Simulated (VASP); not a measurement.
A run of VASP 6.6.1 is set up as follows.

File POSCAR:

```
Hg3Pt
1.0
    4.3442210000      0.0000000000      0.0000000000
    0.0000000000      4.3442210000      0.0000000000
    0.0000000000      0.0000000000      4.3442210000
Hg Pt
3 1
Direct
    0.0000000000      0.5000000000      0.5000000000
    0.5000000000      0.0000000000      0.5000000000
    0.5000000000      0.5000000000      0.0000000000
    0.0000000000      0.0000000000      0.0000000000
```

File INCAR.step1:

```
SYSTEM = Hg3Pt
PREC = Accurate
ENCUT = 520
ISMEAR = 0
SIGMA = 0.3
LREAL = .False.
LASPH = .True.
NELM = 60
NBANDS = 31
GGA = PE
ALGO = Normal
EDIFF = 1E-4
LWAVE = .True.
LCHARG = .False.
```

The input INCAR.step2:

```
SYSTEM = Hg3Pt
PREC = Accurate
ENCUT = 520
EDIFF = 1E-6
ISMEAR = 0
SIGMA = 0.3
LREAL = .False.
LASPH = .True.
NELM = 60
ALGO = Normal
ISIF = 2
LWAVE = .False.
LCHARG = .False.
METAGGA = R2SCAN
LMIXTAU = .True.
NBANDS = 31
ISTART = 1
```

File KPOINTS:

```
Automatic mesh
0
Gamma
  5 5 5
  0 0 0
```

Potentials or basis: VASP PAW PBE potentials, release 64 (Hg, Pt).

Launch:

```sh
$ cat potpaw_PBE.64/Hg/POTCAR potpaw_PBE.64/Pt/POTCAR > POTCAR
$ cp INCAR.step1 INCAR
$ mpirun -np 1 vasp_std > vasp.out
$ cp INCAR.step2 INCAR
$ mpirun -np 1 vasp_std > vasp.out
```

(1) Predict the band gap on the k mesh.

(2) Predict the pressure.

Results:

(1) zero (band 23 reaches 5.67 eV, above the bottom of band 24 at 3.63 eV).

(2) -2.9 GPa.

Caveat: the PAW data sets were made with another functional, which shifts forces and pressure a little; spin-orbit coupling is left out, which moves the levels of the heavy elements.
